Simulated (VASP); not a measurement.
# Al2Cu (P4/mmm) in VASP: notebook, part 2 of 2

VASP 6.6.1. The steps go on from the part before.

**3. Single point, r2SCAN**

This run uses another cell than the first one, of 15.92 Å³/atom.

POSCAR

```
Al2Cu
1.0
    4.0776296128      0.0000000000      0.0000000000
    0.0000000000      4.0776296128      0.0000000000
    0.0000000000      0.0000000000      2.8719076301
Cu Al
1 2
Direct
    0.0000000000      0.0000000000      0.0000000000
    0.0000000000      0.5000000000      0.5000000000
    0.5000000000      0.0000000000      0.5000000000
```

INCAR.step1

```
SYSTEM = Al2Cu
PREC = Accurate
ENCUT = 520
ISMEAR = -1
SIGMA = 0.05
LREAL = .False.
LASPH = .True.
NELM = 80
NBANDS = 16
GGA = PE
ALGO = Normal
EDIFF = 1E-4
LWAVE = .True.
LCHARG = .False.
```

INCAR.step2

```
SYSTEM = Al2Cu
PREC = Accurate
ENCUT = 520
EDIFF = 1E-7
ISMEAR = -1
SIGMA = 0.05
LREAL = .False.
LASPH = .True.
NELM = 80
ALGO = Normal
ISIF = 2
LWAVE = .False.
LCHARG = .False.
METAGGA = R2SCAN
LMIXTAU = .True.
NBANDS = 16
ISTART = 1
```

KPOINTS

```
Automatic mesh
0
Gamma
  7 7 9
  0 0 0
```

Potentials or basis: VASP PAW PBE potentials, release 64 (Cu, Al).

Run with:

```console
> cat potpaw_PBE.64/Cu/POTCAR potpaw_PBE.64/Al/POTCAR > POTCAR
> cp INCAR.step1 INCAR
> mpirun -np 1 vasp_std > vasp.out
> cp INCAR.step2 INCAR
> mpirun -np 1 vasp_std > vasp.out
```

OUTCAR:

```text
SYSTEM = Al2Cu
   PREC = Accurate
   ENCUT = 520
   EDIFF = 1E-7
   ISMEAR = -1
   LREAL = .False.
   LASPH = .True.
   NELM = 80
   ISIF = 2
   METAGGA = R2SCAN
   ISTART = 1

 ion  position               nearest neighbor table
   1  0.000  0.000  0.000-   2 2.49   3 2.49   2 2.49   3 2.49   2 2.49   2 2.49   3 2.49   3 2.49

   2  0.000  0.500  0.500-   1 2.49   1 2.49   1 2.49   1 2.49   3 2.88   3 2.88   3 2.88   3 2.88

   3  0.500  0.000  0.500-   1 2.49   1 2.49   1 2.49   1 2.49   2 2.88   2 2.88   2 2.88   2 2.88

  LATTYP: Found a simple tetragonal cell.
 ALAT       =     4.0776296128
 C/A-ratio  =     0.7043081159

  Lattice vectors:

 A1 = (   4.0776296128,   0.0000000000,   0.0000000000)
 A2 = (   0.0000000000,   4.0776296128,   0.0000000000)
 A3 = (   0.0000000000,   0.0000000000,   2.8719076301)

Analysis of symmetry for initial positions (statically):
=====================================================================
 Subroutine PRICEL returns:
 Original cell was already a primitive cell.

 Routine SETGRP: Setting up the symmetry group for a
 simple tetragonal supercell.

 Subroutine GETGRP returns: Found 16 space group operations
 (whereof 16 operations were pure point group operations)
 out of a pool of 16 trial point group operations.

The static configuration has the point symmetry D_4h.

Analysis of symmetry for dynamics (positions and initial velocities):
=====================================================================
 Subroutine PRICEL returns:
 Original cell was already a primitive cell.

 Routine SETGRP: Setting up the symmetry group for a
 simple tetragonal supercell.

 Subroutine GETGRP returns: Found 16 space group operations
 (whereof 16 operations were pure point group operations)
 out of a pool of 16 trial point group operations.

The dynamic configuration has the point symmetry D_4h.

 Subroutine INISYM returns: Found 16 space group operations
 (whereof 16 operations are pure point group operations),
 and found     1 'primitive' translations

----------------------------------------------------------------------------------------

                                     Primitive cell

  volume of cell :      47.7514

  direct lattice vectors                    reciprocal lattice vectors
     4.077629613  0.000000000  0.000000000     0.245240518  0.000000000  0.000000000
     0.000000000  4.077629613  0.000000000     0.000000000  0.245240518  0.000000000
     0.000000000  0.000000000  2.871907630     0.000000000  0.000000000  0.348200614

  length of vectors
     4.077629613  4.077629613  2.871907630     0.245240518  0.245240518  0.348200614

  position of ions in fractional coordinates (direct lattice)
     0.000000000  0.000000000  0.000000000
     0.000000000  0.500000000  0.500000000
     0.500000000  0.000000000  0.500000000

  ion indices of the primitive-cell ions
   primitive index   ion index
                 1           1
                 2           2
                 3           3

----------------------------------------------------------------------------------------

 KPOINTS: Automatic mesh

Automatic generation of k-mesh.
 Grid dimensions read from file:
 generate k-points for:    7    7    9

 Generating k-lattice:

  Cartesian coordinates                     Fractional coordinates (reciprocal lattice)
     0.035034360  0.000000000  0.000000000     0.142857143  0.000000000  0.000000000
     0.000000000  0.035034360  0.000000000     0.000000000  0.142857143  0.000000000
     0.000000000  0.000000000  0.038688957     0.000000000  0.000000000  0.111111111

  Length of vectors
     0.035034360  0.035034360  0.038688957

  Shift w.r.t. Gamma in fractional coordinates (k-lattice)
     0.000000000  0.000000000  0.000000000

 Subroutine IBZKPT returns following result:
 ===========================================

 Found     50 irreducible k-points:

 Following reciprocal coordinates:
            Coordinates               Weight
  0.000000  0.000000  0.000000      1.000000
  0.142857  0.000000  0.000000      4.000000
  0.285714  0.000000  0.000000      4.000000
  0.428571  0.000000  0.000000      4.000000
  0.142857  0.142857  0.000000      4.000000
  0.285714  0.142857  0.000000      8.000000
[... 16 lines left out ...]
  0.285714  0.000000  0.222222      8.000000
  0.428571  0.000000  0.222222      8.000000
 [... further k-points ...]
   k-points           NKPTS =     50   k-points in BZ     NKDIM =     50   number of bands    NBANDS=     16
   number of dos      NEDOS =    301   number of ions     NIONS =      3
   total plane-waves  NPLWV =  21600
   dimension x,y,z NGX =    30 NGY =   30 NGZ =   24
   dimension x,y,z NGXF=    60 NGYF=   60 NGZF=   48
   ions per type =               1   2
   NGX,Y,Z   is equivalent  to a cutoff of  12.23, 12.23, 13.89 a.u.
   NGXF,Y,Z  is equivalent  to a cutoff of  24.46, 24.46, 27.79 a.u.
 SYSTEM =  Al2Cu
   PREC   = accura    normal or accurate (medium, high low for compatibility)
   ISTART =      1    job   : 0-new  1-cont  2-samecut
   ICHARG =      0    charge: 1-file 2-atom 10-const
   ISPIN  =      1    spin polarized calculation?
   LNONCOLLINEAR =      F non collinear calculations
   LSORBIT =      F    spin-orbit coupling
   LASPH  =      T    aspherical Exc in radial PAW
   ENCUT  =  520.0 eV  38.22 Ry    6.18 a.u.   7.58  7.58  5.34*2*pi/ulx,y,z
   NELM   =     80;   NELMIN=  2; NELMDL=  0     # of ELM steps
   EDIFF  = 0.1E-06   stopping-criterion for ELM
   LREAL  =      F    real-space projection
   EDIFFG = 0.1E-05   stopping-criterion for IOM
   NSW    =      0    number of steps for IOM
   IBRION =     -1    ionic relax: 0-MD 1-quasi-New 2-CG
   NFREE  =      0    steps in history (QN), initial steepest desc. (CG)
   ISIF   =      2    stress and relaxation
   ISYM   =      2    0-nonsym 1-usesym 2-fastsym
   POTIM  = 0.5000    time-step for ionic-motion
   TEBEG  =    0.0;   TEEND  =   0.0 temperature during run
   PSTRESS=    0.0 pullay stress
   NELECT =      17.0000    total number of electrons
   NUPDOWN=      -1.0000    fix difference up-down
   EMIN   =  10.00;   EMAX   =-10.00  energy-range for DOS
   EFERMI =   0.00;   METHOD = LEGACY
   ISMEAR =    -1;   SIGMA  =   0.05  broadening in eV -4-tet -1-fermi 0-gaus
   EFERMI_NEDOS =   21; number of points for ismear=-14 and -15
   IALGO  =     38    algorithm
   IMIX   =      4    mixing-type and parameters
     AMIX     =   0.40;   BMIX     =  1.00
     AMIX_MAG =   1.60;   BMIX_MAG =  1.00
  volume/ion in A,a.u.               =      15.92       107.41
  Fermi-wavevector in a.u.,A,eV,Ry     =   1.160279  2.192610 18.316810  1.346248
  Thomas-Fermi vector in A             =   2.296863
   LORBIT       =      0    0 simple, 1 ext, 2 COOP (PROOUT), +10 PAW based schemes
   METAGGA = R2SCAN    functional components
   LHFCALC =     F    Hartree Fock is set to
   AEXX    =    0.0000 exact exchange contribution
   IVDW    =     0    specifies the selected vdW correction
   LEPSILON=     F    determine dielectric tensor
   LRPA    =     F    only Hartree local field effects (RPA)
 non-spin polarized calculation
  energy-cutoff  :      520.00
  volume of cell :       47.75
 maximum number of plane-waves:      1302
   NGX = 15   NGY = 15   NGZ = 11

 number of electron      16.9999978 magnetization

 Free energy of the ion-electron system (eV)
  ---------------------------------------------------
  ext. energy  EPLUGINS =         0.00000000
  ---------------------------------------------------
  free energy    TOTEN  =       -24.41064716 eV

  energy without entropy =      -24.40020996  energy(sigma->0) =      -24.40542856

 E-fermi :   7.3201     XC(G=0): -11.2065

 val. band max:        7.2955891838   @ k =   0.1429   0.1429   0.4444
 cond. band min:       7.3223451095   @ k =   0.2857   0.2857   0.2222
 fundamental gap:      0.0267559257
 Fermi energy:         7.3201064606

 k-point     1 :       0.0000    0.0000    0.0000
  band No.  band energies     occupation
      1      -3.9378      2.00000
      2       1.6227      2.00000
      3       2.1142      2.00000
      4       2.7955      2.00000
      5       3.0369      2.00000
      6       3.0369      2.00000
[... 8 lines left out ...]
     15      14.7428      0.00000
     16      20.9362      0.00000
[... 419 lines left out ...]
 k-point    24 :       0.4286    0.0000    0.2222
  band No.  band energies     occupation
      1      -1.5224      2.00000
      2       0.1299      2.00000
      3       2.3058      2.00000
      4       2.5251      2.00000
      5       2.7144      2.00000
      6       2.7668      2.00000
[... 8 lines left out ...]
     15      17.9147      0.00000
     16      19.0571      0.00000

 [... further k-points ...]
[... 5 lines left out ...]
  --------------------------------------------------------------------------------------
  -------------------------------------------------------------------------------------
  Total        0.0196112      0.0196112     -0.3255510      0.0000000      0.0000000      0.0000000
  in kB        0.6580042      0.6580042    -10.9230429      0.0000000      0.0000000      0.0000000
  external PRESSURE =      -3.2023448 kB  Pullay stress =       0.0000000 kB

 VOLUME and BASIS-vectors are now :
 -----------------------------------------------------------------------------
  energy-cutoff  :      520.00
  volume of cell :       47.75
      direct lattice vectors                 reciprocal lattice vectors
     4.077629613  0.000000000  0.000000000     0.245240518  0.000000000  0.000000000
     0.000000000  4.077629613  0.000000000     0.000000000  0.245240518  0.000000000
     0.000000000  0.000000000  2.871907630     0.000000000  0.000000000  0.348200614

 POSITION                                       TOTAL-FORCE (eV/Angst)
 -----------------------------------------------------------------------------------
      0.00000      0.00000      0.00000         0.000000      0.000000      0.000000
      0.00000      2.03881      1.43595         0.000000      0.000000      0.000000
      2.03881      0.00000      1.43595         0.000000      0.000000      0.000000
 -----------------------------------------------------------------------------------
    total drift:                                0.000000      0.000000      0.000000

  FREE ENERGIE OF THE ION-ELECTRON SYSTEM (eV)
  ---------------------------------------------------
  free  energy   TOTEN  =       -24.4106471646 eV

  energy  without entropy=      -24.4002099597  energy(sigma->0) =      -24.40542856
```

Run time: 3 min. Hardware: 1 thread of Intel Xeon 8259CL, shared host; peak memory 0.19 GiB.

What came out:

```yaml
Free_energy: -24.4106 eV
Pressure: -0.3 GPa
Band_gap_on_the_k_mesh: zero (an odd number of electrons rules out a gap without spin polarisation)
```

Caveat: the PAW data sets were made with another functional, which shifts forces and pressure a little.

**4. Single point, r2SCAN**

This run uses another cell than the first one, of 16.24 Å³/atom.

POSCAR

```
Al2Cu
1.0
    4.1051820000      0.0000000000      0.0000000000
    0.0000000000      4.1051820000      0.0000000000
    0.0000000000      0.0000000000      2.8913130000
Cu Al
1 2
Direct
    0.0000000000      0.0000000000      0.0000000000
    0.0000000000      0.5000000000      0.5000000000
    0.5000000000      0.0000000000      0.5000000000
```

INCAR.step1

```
PREC = Accurate ; ENCUT = 520
ISMEAR = -1 ; SIGMA = 0.05
LREAL = F ; LASPH = T
NELM = 80 ; NBANDS = 16
GGA = PE ; ALGO = Normal
EDIFF = 1E-4 ; LWAVE = T
LCHARG = F
```

INCAR.step2

```
PREC = Accurate ; ENCUT = 520
EDIFF = 1E-6 ; ISMEAR = -1
SIGMA = 0.05 ; LREAL = F
LASPH = T ; NELM = 80
ALGO = Normal ; ISIF = 2
LWAVE = F ; LCHARG = F
METAGGA = R2SCAN ; LMIXTAU = T
NBANDS = 16 ; ISTART = 1
```

KPOINTS

```
Automatic mesh
0
Gamma
  7 7 9
```

Run with:

```console
> cat potpaw_PBE.64/Cu/POTCAR potpaw_PBE.64/Al/POTCAR > POTCAR
> cp INCAR.step1 INCAR
> mpirun -np 1 vasp_std > vasp.out
> cp INCAR.step2 INCAR
> mpirun -np 1 vasp_std > vasp.out
```

Run time: 1.7 min. Hardware: 1 thread of Intel Xeon 8259CL, shared host; peak memory 0.19 GiB.

It converged, with:

```yaml
Free_energy: -24.4030 eV
Pressure: -2.3 GPa
Band_gap_on_the_k_mesh: zero (an odd number of electrons rules out a gap without spin polarisation)
```

Stress tensor (GPa, compression positive):
```
-1.91  0.00  0.00
 0.00 -1.91  0.00
 0.00  0.00 -3.12
```

Levels at points of the mesh, in eV from the Fermi level:
| k point | band 4 | band 5 | band 6 | band 7 | band 8 | band 9 | band 10 | band 11 | band 12 | band 13 |
| --- | --- | --- | --- | --- | --- | --- | --- | --- | --- | --- |
| (0.00, 0.00, 0.00) | -4.44 | -4.21 | -4.21 | -2.59 | -2.59 | 0.03 | 1.02 | 6.36 | 6.62 | 6.62 |

Caveat: the PAW data sets were made with another functional, which shifts forces and pressure a little.

**5. Overview**

| cell | gap on the mesh (eV) | pressure (GPa) |
| --- | --- | --- |
| a = 4.050, b = 4.050, c = 2.852 Å, 3 atoms | none | 1.8 |
| a = 4.078, b = 4.078, c = 2.872 Å, 3 atoms | none | -0.3 |
| a = 4.105, b = 4.105, c = 2.891 Å, 3 atoms | none | -2.3 |

Alike in all rows: task single point; level r2SCAN; potentials or basis VASP PAW PBE potentials, release 64 (Cu, Al); no spin polarisation; k mesh 7 × 7 × 9; cutoff (eV) 520; smearing fermi-dirac 0.05 eV.

Caveats: the PAW data sets were made with another functional, which shifts forces and pressure a little.

Absolute energies hang on the potentials; compare differences alone.
